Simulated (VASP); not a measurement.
# AlN (P6_3mc) in VASP: notebook, part 2 of 2

VASP 6.6.1. Earlier steps stand in the parts before.

## 3. Single point, HSE06

This run uses another cell than the first one, of 10.40 Å³/atom.

POSCAR reads:

```
AlN
1.0
    3.1066937602      0.0000000000      0.0000000000
   -1.5533468801      2.6904757181      0.0000000000
    0.0000000000      0.0000000000      4.9785915519
Al N
2 2
Direct
    0.3333333333      0.6666666667     -0.0032954727
    0.6666666667      0.3333333333      0.4967045273
    0.3333333333      0.6666666667      0.3782954727
    0.6666666667      0.3333333333      0.8782954727
```

INCAR.step1 reads:

```
PREC = Accurate
ENCUT = 520
EDIFF = 1E-5
ISMEAR = 0
SIGMA = 0.01
LREAL = False
LASPH = True
NELM = 80
ALGO = Normal
ISIF = 2
LWAVE = True
LCHARG = False
NBANDS = 16
GGA = PE
```

INCAR.step2 reads:

```
PREC = Accurate
ENCUT = 520
EDIFF = 1E-6
ISMEAR = 0
SIGMA = 0.01
LREAL = False
LASPH = True
NELM = 80
ALGO = Normal
ISIF = 2
LWAVE = False
LCHARG = False
GGA = PE
LHFCALC = True
HFSCREEN = 0.2079
PRECFOCK = Normal
NBANDS = 16
ISTART = 1
```

KPOINTS reads:

```
regular mesh
0
Gamma
  6 6 4
```

Potentials or basis: VASP PAW PBE potentials, release 64 (Al, N).

The run is started by

```
$ cat potpaw_PBE.64/Al/POTCAR potpaw_PBE.64/N/POTCAR > POTCAR
$ cp INCAR.step1 INCAR
$ mpirun -np 1 vasp_std > vasp.out
$ cp INCAR.step2 INCAR
$ mpirun -np 1 vasp_std > vasp.out
```

OUTCAR:

```text
PREC = Accurate
   ENCUT = 520
   EDIFF = 1E-6
   ISMEAR = 0
   LREAL = False
   LASPH = True
   NELM = 80
   ISIF = 2
   GGA = PE
   LHFCALC = True
   HFSCREEN = 0.2079
   PRECFOCK = Normal
   ISTART = 1

 ion  position               nearest neighbor table
   1  0.333  0.667  0.997-   4 1.89   4 1.89   4 1.89   3 1.90   2 3.07   2 3.07   2 3.07   2 3.07
                             2 3.07   2 3.07
   2  0.667  0.333  0.497-   3 1.89   3 1.89   3 1.89   4 1.90   1 3.07   1 3.07   1 3.07   1 3.07
                             1 3.07   1 3.07
   3  0.333  0.667  0.378-   2 1.89   2 1.89   2 1.89   1 1.90
   4  0.667  0.333  0.878-   1 1.89   1 1.89   1 1.89   2 1.90

  LATTYP: Found a hexagonal cell.
 ALAT       =     3.1066937602
 C/A-ratio  =     1.6025369528

  Lattice vectors:

 A1 = (   3.1066937602,   0.0000000000,   0.0000000000)
 A2 = (  -1.5533468801,   2.6904757181,   0.0000000000)
 A3 = (   0.0000000000,   0.0000000000,   4.9785915519)

Analysis of symmetry for initial positions (statically):
=====================================================================
 Subroutine PRICEL returns:
 Original cell was already a primitive cell.

 Routine SETGRP: Setting up the symmetry group for a
 hexagonal supercell.

 Subroutine GETGRP returns: Found 12 space group operations
 (whereof  6 operations were pure point group operations)
 out of a pool of 24 trial point group operations.

The static configuration has the point symmetry C_3v.
 The point group associated with its full space group is C_6v.

Analysis of symmetry for dynamics (positions and initial velocities):
=====================================================================
 Subroutine PRICEL returns:
 Original cell was already a primitive cell.

 Routine SETGRP: Setting up the symmetry group for a
 hexagonal supercell.

 Subroutine GETGRP returns: Found 12 space group operations
 (whereof  6 operations were pure point group operations)
 out of a pool of 24 trial point group operations.

The dynamic configuration has the point symmetry C_3v.
 The point group associated with its full space group is C_6v.

 Subroutine INISYM returns: Found 12 space group operations
 (whereof  6 operations are pure point group operations),
 and found     1 'primitive' translations

----------------------------------------------------------------------------------------

                                     Primitive cell

  volume of cell :      41.6135

  direct lattice vectors                    reciprocal lattice vectors
     3.106693760  0.000000000  0.000000000     0.321885605  0.185840741  0.000000000
    -1.553346880  2.690475718  0.000000000     0.000000000  0.371681481  0.000000000
     0.000000000  0.000000000  4.978591552     0.000000000  0.000000000  0.200860020

  length of vectors
     3.106693760  3.106693760  4.978591552     0.371681481  0.371681481  0.200860020

  position of ions in fractional coordinates (direct lattice)
     0.333333333  0.666666667  0.996704527
     0.666666667  0.333333333  0.496704527
     0.333333333  0.666666667  0.378295473
     0.666666667  0.333333333  0.878295473

  ion indices of the primitive-cell ions
   primitive index   ion index
[... 54 lines left out ...]
   k-points           NKPTS =     21   k-points in BZ     NKDIM =    144   number of bands    NBANDS=     16
   number of dos      NEDOS =    301   number of ions     NIONS =      4
   total plane-waves  NPLWV =  23040
   dimension x,y,z NGX =    24 NGY =   24 NGZ =   40
   dimension x,y,z NGXF=    48 NGYF=   48 NGZF=   80
   ions per type =               2   2
   NGX,Y,Z   is equivalent  to a cutoff of  12.84, 12.84, 13.36 a.u.
   NGXF,Y,Z  is equivalent  to a cutoff of  25.69, 25.69, 26.71 a.u.
 SYSTEM =  unknown system
   PREC   = accura    normal or accurate (medium, high low for compatibility)
   ISTART =      1    job   : 0-new  1-cont  2-samecut
   ICHARG =      0    charge: 1-file 2-atom 10-const
   ISPIN  =      1    spin polarized calculation?
   LNONCOLLINEAR =      F non collinear calculations
   LSORBIT =      F    spin-orbit coupling
   LASPH  =      T    aspherical Exc in radial PAW
   ENCUT  =  520.0 eV  38.22 Ry    6.18 a.u.   5.78  5.78  9.26*2*pi/ulx,y,z
   NELM   =     80;   NELMIN=  2; NELMDL=  0     # of ELM steps
   EDIFF  = 0.1E-05   stopping-criterion for ELM
   LREAL  =      F    real-space projection
   EDIFFG = 0.1E-04   stopping-criterion for IOM
   NSW    =      0    number of steps for IOM
   IBRION =     -1    ionic relax: 0-MD 1-quasi-New 2-CG
   NFREE  =      0    steps in history (QN), initial steepest desc. (CG)
   ISIF   =      2    stress and relaxation
   ISYM   =      3    0-nonsym 1-usesym 2-fastsym
   POTIM  = 0.5000    time-step for ionic-motion
   TEBEG  =    0.0;   TEEND  =   0.0 temperature during run
   PSTRESS=    0.0 pullay stress
   NELECT =      16.0000    total number of electrons
   NUPDOWN=      -1.0000    fix difference up-down
   EMIN   =  10.00;   EMAX   =-10.00  energy-range for DOS
   EFERMI =   0.00;   METHOD = LEGACY
   ISMEAR =     0;   SIGMA  =   0.01  broadening in eV -4-tet -1-fermi 0-gaus
   EFERMI_NEDOS =   21; number of points for ismear=-14 and -15
   IALGO  =     38    algorithm
   IMIX   =      1    mixing-type and parameters
     AMIX     =   0.40;   BMIX     =  1.00
     AMIX_MAG =   1.60;   BMIX_MAG =  1.00
  volume/ion in A,a.u.               =      10.40        70.21
  Fermi-wavevector in a.u.,A,eV,Ry     =   1.190429  2.249585 19.281103  1.417121
  Thomas-Fermi vector in A             =   2.326514
   LORBIT       =      0    0 simple, 1 ext, 2 COOP (PROOUT), +10 PAW based schemes
   GGA     = PE    functional components
   LHFCALC =     T    Hartree Fock is set to
   PRECFOCK=normal    Normal, Fast or Accurate (Low or Medium for compatibility)
   ENCUT4O =  -1.0   cutoff for four orbital integrals eV
   NKREDX  =     1    reduce k-point grid by
   NKREDY  =     1    reduce k-point grid by
   NKREDZ  =     1    reduce k-point grid by
   AEXX    =    0.2500 exact exchange contribution
   HFSCREEN=    0.2079 screening length (either q_TF or 0.3 A-1)
   HFSCREENC=   0.2079 screening length for correlation (either q_TF or 0.3 A-1)
   ENCUTFOCK=  -1.0 apply spherical cutoff to Coloumb kernel
   IVDW    =     0    specifies the selected vdW correction
   LEPSILON=     F    determine dielectric tensor
   LRPA    =     F    only Hartree local field effects (RPA)
 non-spin polarized calculation
 Gauss-broadening in eV      SIGMA  =   0.01
  energy-cutoff  :      520.00
  volume of cell :       41.61
 maximum number of plane-waves:      1152
 NGX is ok and might be reduce to    24
  NGX = 18; NGY = 18; NGZ = 28

 number of electron      15.9999997 magnetization

 Free energy of the ion-electron system (eV)
  ---------------------------------------------------
  ext. energy  EPLUGINS =         0.00000000
  ---------------------------------------------------
  free energy    TOTEN  =       -34.89471657 eV

  energy without entropy =      -34.89471657  energy(sigma->0) =      -34.89471657

 E-fermi :   5.3258     XC(G=0):  -9.0083

 val. band max:        5.2768596996   @ k =   0.0000   0.0000   0.0000
 cond. band min:      10.8694175108   @ k =   0.0000   0.0000   0.0000
 fundamental gap:      5.5925578112
 Fermi energy:         5.3258214370

 k-point     1 :       0.0000    0.0000    0.0000
  band No.  band energies     occupation
      1     -11.4462      2.00000
      2      -9.1498      2.00000
      3      -1.2464      2.00000
      4       4.3237      2.00000
      5       4.3237      2.00000
      6       5.0465      2.00000
[... 376 lines left out ...]
      3       0.0147      2.00000
      4       0.0147      2.00000
      5       1.0923      2.00000
      6       1.0923      2.00000
[... 8 lines left out ...]
     15      20.8207      0.00000
     16      20.8207      0.00000

------------------------ aborting loop because EDIFF is reached ----------------------------------------

  FORCE on cell =-STRESS in cart. coord.  units (eV):
  Direction    XX          YY          ZZ          XY          YZ          ZX
  --------------------------------------------------------------------------------------
  -------------------------------------------------------------------------------------
  Total       -0.1938265     -0.1938265     -0.2325236      0.0000000      0.0000000     -0.0000000
  in kB       -7.4625932     -7.4625932     -8.9524833      0.0000000      0.0000000     -0.0000000
  external PRESSURE =      -7.9592232 kB  Pullay stress =       0.0000000 kB

 VOLUME and BASIS-vectors are now :
 -----------------------------------------------------------------------------
  energy-cutoff  :      520.00
  volume of cell :       41.61
      direct lattice vectors                 reciprocal lattice vectors
     3.106693760  0.000000000  0.000000000     0.321885605  0.185840741  0.000000000
    -1.553346880  2.690475718  0.000000000     0.000000000  0.371681481  0.000000000
     0.000000000  0.000000000  4.978591552     0.000000000  0.000000000  0.200860020

 POSITION                                       TOTAL-FORCE (eV/Angst)
 -----------------------------------------------------------------------------------
     -0.00000      1.79365      4.96218         0.000000     -0.000000     -0.007649
      1.55335      0.89683      2.47289        -0.000000      0.000000     -0.007649
     -0.00000      1.79365      1.88338         0.000000      0.000000      0.007649
      1.55335      0.89683      4.37267        -0.000000     -0.000000      0.007649
 -----------------------------------------------------------------------------------
    total drift:                               -0.000000     -0.000000     -0.000709

  FREE ENERGIE OF THE ION-ELECTRON SYSTEM (eV)
  ---------------------------------------------------
  free  energy   TOTEN  =       -34.8947165681 eV

  energy  without entropy=      -34.8947165681  energy(sigma->0) =      -34.89471657
```

Run time: 24 min. Hardware: 1 thread of AMD EPYC 7R13 (Zen 3), shared host; peak memory 0.23 GiB.

Results:

```yaml
Free_energy: -34.8947 eV
Pressure: -0.8 GPa
Largest_force: 0.008 eV/Å
Band_gap_on_the_k_mesh: 5.59 eV
```

Forces on the atoms (eV/Å):
```
Al   0.000  0.000 -0.008
Al   0.000  0.000 -0.008
N    0.000  0.000  0.008
N    0.000  0.000  0.008
```

Stress tensor (GPa, compression positive):
```
-0.75  0.00  0.00
 0.00 -0.75  0.00
 0.00  0.00 -0.90
```

Levels at points of the mesh, in eV from the valence-band top:
| k point | band 4 | band 5 | band 6 | band 7 | band 8 | band 9 | band 10 | band 11 | band 12 | band 13 |
| --- | --- | --- | --- | --- | --- | --- | --- | --- | --- | --- |
| (0.00, 0.00, 0.00) | -0.95 | -0.95 | -0.23 | -0.23 | 0.00 | 5.59 | 8.17 | 12.49 | 12.80 | 12.80 |
| (0.50, 0.00, 0.00) | -4.54 | -3.65 | -2.30 | -1.90 | -0.77 | 7.17 | 7.19 | 9.75 | 12.10 | 12.52 |
| (0.00, 0.00, 0.50) | -3.60 | -0.60 | -0.60 | -0.60 | -0.60 | 7.98 | 7.98 | 12.03 | 12.03 | 13.12 |
| (0.50, 0.00, 0.50) | -6.09 | -1.61 | -1.61 | -1.49 | -1.49 | 6.66 | 6.66 | 10.81 | 10.81 | 13.80 |

Caveat: the PAW data sets were made with another functional, which shifts forces and pressure a little.
